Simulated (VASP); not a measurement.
# BAs (rocksalt type) (Fm-3m) in VASP: a series of runs

Runs on BAs (rocksalt type). Level: PBE. Tasks: single point.

Program: VASP 6.6.1. These are calculated values, not measurements. Logs are shortened: lines on timing, memory, paths and dates and some standing lists are left out, and cuts for length are marked.

## 1. The cell of the first run

It takes space group Fm-3m (No. 225, cubic). Conventional cell: a = 3.782 Å, b = 3.782 Å, c = 3.782 Å, α = 90.00°, β = 90.00°, γ = 90.00°. B (site symmetry m-3m) has 6 As at 1.89 Å within 2.5 Å. As (site symmetry m-3m) has 6 B at 1.89 Å within 2.5 Å.

## 2. Single point, PBE (volume scaled by 0.55)

Input file INCAR:

```
  ALGO = Normal
  EDIFF = 1E-7
  ENCUT = 520
  GGA = PE
  ISIF = 2
  ISMEAR = -1
  LASPH = T
  LCHARG = T
  LELF = T
  LREAL = F
  LVHAR = T
  LWAVE = F
  NBANDS = 11
  NELM = 100
  PREC = Accurate
  SIGMA = 0.08
```

Input file KPOINTS:

```
k-points
0
Gamma
  15 15 15
```

Input file POSCAR:

```
BAs
1.0
    0.0000000000      1.8908581584      1.8908581584
    1.8908581584      0.0000000000      1.8908581584
    1.8908581584      1.8908581584      0.0000000000
B As
1 1
Direct
    0.0000000000      0.0000000000      0.0000000000
    0.5000000000      0.5000000000      0.5000000000
```

Potentials or basis: VASP PAW PBE potentials, release 64 (B, As).

Command:

```sh
$ cat potpaw_PBE.64/B/POTCAR potpaw_PBE.64/As/POTCAR > POTCAR
$ mpirun -np 1 vasp_std > vasp.out
```

OUTCAR:

```text
EDIFF = 1E-7
   ENCUT = 520
   GGA = PE
   ISIF = 2
   ISMEAR = -1
   LASPH = T
   LREAL = F
   NELM = 100
   PREC = Accurate

 ion  position               nearest neighbor table
   1  0.000  0.000  0.000-   2 1.89   2 1.89   2 1.89   2 1.89   2 1.89   2 1.89
   2  0.500  0.500  0.500-   1 1.89   1 1.89   1 1.89   1 1.89   1 1.89   1 1.89

  LATTYP: Found a face centered cubic cell.
 ALAT       =     3.7817163168

  Lattice vectors:

 A1 = (   0.0000000000,   1.8908581584,   1.8908581584)
 A2 = (   1.8908581584,   0.0000000000,   1.8908581584)
 A3 = (   1.8908581584,   1.8908581584,   0.0000000000)

Analysis of symmetry for initial positions (statically):
=====================================================================
 Subroutine PRICEL returns:
 Original cell was already a primitive cell.

 Routine SETGRP: Setting up the symmetry group for a
 face centered cubic supercell.

 Subroutine GETGRP returns: Found 48 space group operations
 (whereof 48 operations were pure point group operations)
 out of a pool of 48 trial point group operations.

The static configuration has the point symmetry O_h .

Analysis of symmetry for dynamics (positions and initial velocities):
=====================================================================
 Subroutine PRICEL returns:
 Original cell was already a primitive cell.

 Routine SETGRP: Setting up the symmetry group for a
 face centered cubic supercell.

 Subroutine GETGRP returns: Found 48 space group operations
 (whereof 48 operations were pure point group operations)
 out of a pool of 48 trial point group operations.

The dynamic configuration has the point symmetry O_h .

 Subroutine INISYM returns: Found 48 space group operations
 (whereof 48 operations are pure point group operations),
 and found     1 'primitive' translations

----------------------------------------------------------------------------------------

                                     Primitive cell

  volume of cell :      13.5209

  direct lattice vectors                    reciprocal lattice vectors
     0.000000000  1.890858158  1.890858158    -0.264430199  0.264430199  0.264430199
     1.890858158  0.000000000  1.890858158     0.264430199 -0.264430199  0.264430199
     1.890858158  1.890858158  0.000000000     0.264430199  0.264430199 -0.264430199

  length of vectors
     2.674077252  2.674077252  2.674077252     0.458006541  0.458006541  0.458006541

  position of ions in fractional coordinates (direct lattice)
     0.000000000  0.000000000  0.000000000
     0.500000000  0.500000000  0.500000000

  ion indices of the primitive-cell ions
   primitive index   ion index
                 1           1
                 2           2

----------------------------------------------------------------------------------------

 KPOINTS: k-points

Automatic generation of k-mesh.
 Grid dimensions read from file:
 generate k-points for:   15   15   15

 Generating k-lattice:

  Cartesian coordinates                     Fractional coordinates (reciprocal lattice)
    -0.017628680  0.017628680  0.017628680     0.066666667  0.000000000  0.000000000
     0.017628680 -0.017628680  0.017628680     0.000000000  0.066666667  0.000000000
     0.017628680  0.017628680 -0.017628680     0.000000000  0.000000000  0.066666667

  Length of vectors
     0.030533769  0.030533769  0.030533769

  Shift w.r.t. Gamma in fractional coordinates (k-lattice)
     0.000000000  0.000000000  0.000000000

 Subroutine IBZKPT returns following result:
 ===========================================

 Found    120 irreducible k-points:

 Following reciprocal coordinates:
            Coordinates               Weight
  0.000000  0.000000  0.000000      1.000000
  0.066667  0.000000  0.000000      8.000000
  0.133333  0.000000  0.000000      8.000000
  0.200000  0.000000  0.000000      8.000000
  0.266667  0.000000  0.000000      8.000000
  0.333333  0.000000  0.000000      8.000000
[... 16 lines left out ...]
  0.133333  0.133333  0.000000      6.000000
  0.200000  0.133333  0.000000     24.000000
 [... further k-points ...]
   k-points           NKPTS =    120   k-points in BZ     NKDIM =    120   number of bands    NBANDS=     11
   number of dos      NEDOS =    301   number of ions     NIONS =      2
   total plane-waves  NPLWV =   8000
   dimension x,y,z NGX =    20 NGY =   20 NGZ =   20
   dimension x,y,z NGXF=    40 NGYF=   40 NGZF=   40
   ions per type =               1   1
   NGX,Y,Z   is equivalent  to a cutoff of  12.43, 12.43, 12.43 a.u.
   NGXF,Y,Z  is equivalent  to a cutoff of  24.87, 24.87, 24.87 a.u.
 SYSTEM =  unknown system
   PREC   = accura    normal or accurate (medium, high low for compatibility)
   ISTART =      0    job   : 0-new  1-cont  2-samecut
   ICHARG =      2    charge: 1-file 2-atom 10-const
   ISPIN  =      1    spin polarized calculation?
   LNONCOLLINEAR =      F non collinear calculations
   LSORBIT =      F    spin-orbit coupling
   LASPH  =      T    aspherical Exc in radial PAW
   ENCUT  =  520.0 eV  38.22 Ry    6.18 a.u.   4.97  4.97  4.97*2*pi/ulx,y,z
   NELM   =    100;   NELMIN=  2; NELMDL= -5     # of ELM steps
   EDIFF  = 0.1E-06   stopping-criterion for ELM
   LREAL  =      F    real-space projection
   EDIFFG = 0.1E-05   stopping-criterion for IOM
   NSW    =      0    number of steps for IOM
   IBRION =     -1    ionic relax: 0-MD 1-quasi-New 2-CG
   NFREE  =      0    steps in history (QN), initial steepest desc. (CG)
   ISIF   =      2    stress and relaxation
   ISYM   =      2    0-nonsym 1-usesym 2-fastsym
   POTIM  = 0.5000    time-step for ionic-motion
   TEBEG  =    0.0;   TEEND  =   0.0 temperature during run
   PSTRESS=    0.0 pullay stress
   NELECT =       8.0000    total number of electrons
   NUPDOWN=      -1.0000    fix difference up-down
   EMIN   =  10.00;   EMAX   =-10.00  energy-range for DOS
   EFERMI =   0.00;   METHOD = LEGACY
   ISMEAR =    -1;   SIGMA  =   0.08  broadening in eV -4-tet -1-fermi 0-gaus
   EFERMI_NEDOS =   21; number of points for ismear=-14 and -15
   IALGO  =     38    algorithm
   IMIX   =      4    mixing-type and parameters
     AMIX     =   0.40;   BMIX     =  1.00
     AMIX_MAG =   1.60;   BMIX_MAG =  1.00
  volume/ion in A,a.u.               =       6.76        45.62
  Fermi-wavevector in a.u.,A,eV,Ry     =   1.374366  2.597176 25.699815  1.888883
  Thomas-Fermi vector in A             =   2.499799
   LORBIT       =      0    0 simple, 1 ext, 2 COOP (PROOUT), +10 PAW based schemes
   GGA     = PE    functional components
   LHFCALC =     F    Hartree Fock is set to
   AEXX    =    0.0000 exact exchange contribution
   IVDW    =     0    specifies the selected vdW correction
   LEPSILON=     F    determine dielectric tensor
   LRPA    =     F    only Hartree local field effects (RPA)
 non-spin polarized calculation
  energy-cutoff  :      520.00
  volume of cell :       13.52
 maximum number of plane-waves:       375
   NGX =  9   NGY =  9   NGZ =  9

 number of electron       8.0000000 magnetization

 Free energy of the ion-electron system (eV)
  ---------------------------------------------------
  ext. energy  EPLUGINS =         0.00000000
  ---------------------------------------------------
  free energy    TOTEN  =        -4.03093136 eV

  energy without entropy =       -4.02074550  energy(sigma->0) =       -4.02583843

 E-fermi :  16.7415     XC(G=0): -14.1923

 val. band max:       16.7268691326   @ k =  -0.4667   0.3333   0.0000
 cond. band min:      16.7622663363   @ k =   0.2667   0.2000   0.0000
 fundamental gap:      0.0353972038
 Fermi energy:        16.7414501379

 k-point     1 :       0.0000    0.0000    0.0000
  band No.  band energies     occupation
      1      -7.2756      2.00000
      2      16.1717      1.99839
      3      16.1717      1.99839
      4      16.1717      1.99839
      5      25.7317      0.00000
      6      25.7317      0.00000
      7      25.7317      0.00000
      8      28.8912      0.00000
      9      29.3967      0.00000
     10      29.3967      0.00000
     11      29.3967      0.00000

 k-point     2 :       0.0667    0.0000    0.0000
  band No.  band energies     occupation
      1      -7.1454      2.00000
      2      15.3918      2.00000
      3      16.1194      1.99916
      4      16.1194      1.99916
      5      25.1713      0.00000
      6      25.9684      0.00000
      7      25.9684      0.00000
      8      28.2402      0.00000
      9      28.2402      0.00000
     10      29.0560      0.00000
     11      30.3585      0.00000

 k-point     3 :       0.1333    0.0000    0.0000
  band No.  band energies     occupation
      1      -6.7546      2.00000
      2      13.4353      2.00000
      3      15.9988      1.99981
      4      15.9988      1.99981
      5      24.6347      0.00000
      6      25.7284      0.00000
      7      25.7284      0.00000
      8      27.3838      0.00000
      9      27.3838      0.00000
     10      28.3976      0.00000
     11      32.1474      0.00000

 k-point     4 :       0.2000    0.0000    0.0000
  band No.  band energies     occupation
      1      -6.1034      2.00000
      2      10.9496      2.00000
      3      15.8902      1.99995
      4      15.8902      1.99995
      5      24.0061      0.00000
      6      24.0061      0.00000
      7      24.4288      0.00000
      8      27.6483      0.00000
      9      28.5744      0.00000
     10      28.5744      0.00000
     11      33.0411      0.00000
[... 239 lines left out ...]
 k-point    22 :      -0.0667    0.0667    0.0000
  band No.  band energies     occupation
      1      -6.9283      2.00000
      2      14.7626      2.00000
      3      15.0386      2.00000
      4      16.5349      1.85942
      5      24.6441      0.00000
      6      26.0524      0.00000
      7      26.0599      0.00000
      8      26.4127      0.00000
      9      27.9666      0.00000
     10      29.7361      0.00000
     11      32.1300      0.00000

 k-point    23 :       0.1333    0.1333    0.0000
  band No.  band energies     occupation
      1      -6.5804      2.00000
      2      14.3737      2.00000
      3      14.3737      2.00000
      4      15.9738      1.99986
      5      22.2043      0.00000
      6      22.5811      0.00000
      7      27.8530      0.00000
      8      27.8530      0.00000
      9      30.9766      0.00000
     10      30.9766      0.00000
     11      32.7304      0.00000

 k-point    24 :       0.2000    0.1333    0.0000
  band No.  band energies     occupation
      1      -6.1020      2.00000
      2      12.7879      2.00000
      3      13.7634      2.00000
      4      16.2323      1.99656
      5      20.2232      0.00000
      6      22.2030      0.00000
      7      28.0133      0.00000
      8      28.4009      0.00000
      9      30.9838      0.00000
     10      31.2993      0.00000
     11      33.6332      0.00000

 [... further k-points ...]
[... 5 lines left out ...]
  --------------------------------------------------------------------------------------
  -------------------------------------------------------------------------------------
  Total       22.6337248     22.6337248     22.6337248      0.0000000      0.0000000      0.0000000
  in kB     2682.0061083   2682.0061083   2682.0061083      0.0000000      0.0000000      0.0000000
  external PRESSURE =    2682.0061083 kB  Pullay stress =       0.0000000 kB

 VOLUME and BASIS-vectors are now :
 -----------------------------------------------------------------------------
  energy-cutoff  :      520.00
  volume of cell :       13.52
      direct lattice vectors                 reciprocal lattice vectors
     0.000000000  1.890858158  1.890858158    -0.264430199  0.264430199  0.264430199
     1.890858158  0.000000000  1.890858158     0.264430199 -0.264430199  0.264430199
     1.890858158  1.890858158  0.000000000     0.264430199  0.264430199 -0.264430199

 POSITION                                       TOTAL-FORCE (eV/Angst)
 -----------------------------------------------------------------------------------
      0.00000      0.00000      0.00000         0.000000      0.000000      0.000000
      1.89086      1.89086      1.89086         0.000000     -0.000000     -0.000000
 -----------------------------------------------------------------------------------
    total drift:                                0.000000     -0.000000     -0.000000

  FREE ENERGIE OF THE ION-ELECTRON SYSTEM (eV)
  ---------------------------------------------------
  free  energy   TOTEN  =        -4.0309313565 eV

  energy  without entropy=       -4.0207455031  energy(sigma->0) =       -4.02583843
```

Run time: 11 s. Hardware: 1 thread of Intel Xeon Platinum 8488C (Sapphire Rapids), shared host; peak memory 0.13 GiB.

Results:

* Free energy: -4.0309 eV
* Pressure: 268.2 GPa
* Band gap on the k mesh: zero (band 4 reaches 17.57 eV, above the bottom of band 5 at 15.35 eV)

## 3. Single point, PBE (volume scaled by 0.55)

Input file INCAR:

```
SYSTEM = BAs
PREC = Accurate ; ENCUT = 520
EDIFF = 1E-7 ; ISMEAR = -1
SIGMA = 0.08 ; LREAL = .False.
LASPH = .True. ; NELM = 100
ALGO = Normal ; ISIF = 2
LWAVE = .False. ; LCHARG = .True.
GGA = PE ; LELF = .True.
LVHAR = .True. ; NBANDS = 11
```

Input file KPOINTS:

```
Automatic mesh
0
Gamma
  15 15 15
  0 0 0
```

POSCAR is that of step 2.

Potentials or basis: VASP PAW PBE potentials, release 64 (B, As).

Command:

```sh
$ cat potpaw_PBE.64/B/POTCAR potpaw_PBE.64/As/POTCAR > POTCAR
$ mpirun -np 1 vasp_std > vasp.out
```

Run time: 11 s. Hardware: 1 thread of Intel Xeon Platinum 8488C (Sapphire Rapids), shared host; peak memory 0.14 GiB.

The run converged. Its results:

```yaml
Free_energy: -4.0309 eV
Pressure: 268.2 GPa
Band_gap_on_the_k_mesh: zero (band 4 reaches 17.57 eV, above the bottom of band 5 at 15.35 eV)
```

Levels at points of the mesh, in eV from the Fermi level:
```
           k point  band 2  band 3  band 4  band 5  band 6  band 7
(0.00, 0.00, 0.00)   -0.57   -0.57   -0.57    8.99    8.99    8.99
```

## 4. Single point, PBE (volume scaled by 0.64)

Input file INCAR:

```
ALGO = Normal
EDIFF = 1E-7
ENCUT = 520
GGA = PE
ISIF = 2
ISMEAR = -1
LASPH = T
LCHARG = F
LREAL = F
LWAVE = F
NBANDS = 11
NELM = 80
PREC = Accurate
SIGMA = 0.08
```

Input file KPOINTS:

```
k-points
0
Gamma
  15 15 15
```

Input file POSCAR:

```
BAs
1.0
    0.0000000000      1.9888317595      1.9888317595
    1.9888317595      0.0000000000      1.9888317595
    1.9888317595      1.9888317595      0.0000000000
B As
1 1
Direct
    0.0000000000      0.0000000000      0.0000000000
    0.5000000000      0.5000000000      0.5000000000
```

Command:

```sh
$ cat potpaw_PBE.64/B/POTCAR potpaw_PBE.64/As/POTCAR > POTCAR
$ mpirun -np 1 vasp_std > vasp.out
```

Run time: 10 s. Hardware: 1 thread of Intel Xeon Platinum 8488C (Sapphire Rapids), shared host; peak memory 0.15 GiB.

Results (log left out):

```
Free energy            : -6.8243 eV
Pressure               : 148.4 GPa
Band gap on the k mesh : zero (band 4 reaches 14.97 eV, above the bottom of band 5 at 11.78 eV)
```

Levels at points of the mesh, in eV from the Fermi level:
| k point | band 1 | band 2 | band 3 | band 4 | band 5 | band 6 | band 7 | band 8 | band 9 |
| --- | --- | --- | --- | --- | --- | --- | --- | --- | --- |
| (0.00, 0.00, 0.00) | -21.52 | -0.32 | -0.32 | -0.32 | 9.03 | 9.03 | 9.03 | 11.19 | 11.19 |
